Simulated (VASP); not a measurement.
Here is a VASP 6.6.1 calculation.

Contents of INCAR:

```
SYSTEM = AlN
PREC = Accurate ; ENCUT = 520
EDIFF = 1E-6 ; ISMEAR = -1
SIGMA = 0.08 ; LREAL = .FALSE.
LASPH = .TRUE. ; NELM = 60
ALGO = Normal ; ISIF = 2
LWAVE = .FALSE. ; LCHARG = .FALSE.
GGA = PE ; NBANDS = 11
```

KPOINTS

```
regular mesh
0
G
  4 4 4
  0 0 0
```

File POSCAR:

```
AlN
1.0
    0.0000000000      2.2016024868      2.2016024868
    2.2016024868      0.0000000000      2.2016024868
    2.2016024868      2.2016024868      0.0000000000
Al N
1 1
Direct
    0.0000000000      0.0000000000      0.0000000000
    0.2500000000      0.2500000000      0.2500000000
```

Potentials or basis: VASP PAW PBE potentials, release 64 (Al, N).

Launch:

```sh
$ cat potpaw_PBE.64/Al/POTCAR potpaw_PBE.64/N/POTCAR > POTCAR
$ mpirun -np 1 vasp_std > vasp.out
```

Estimate the pressure.

-0.3 GPa.

Predict the band gap on the k mesh.

3.28 eV, indirect (least direct gap 3.97 eV).

Caveat: the k points lie up to 0.62 Å⁻¹ apart. A k mesh can miss the band edges.
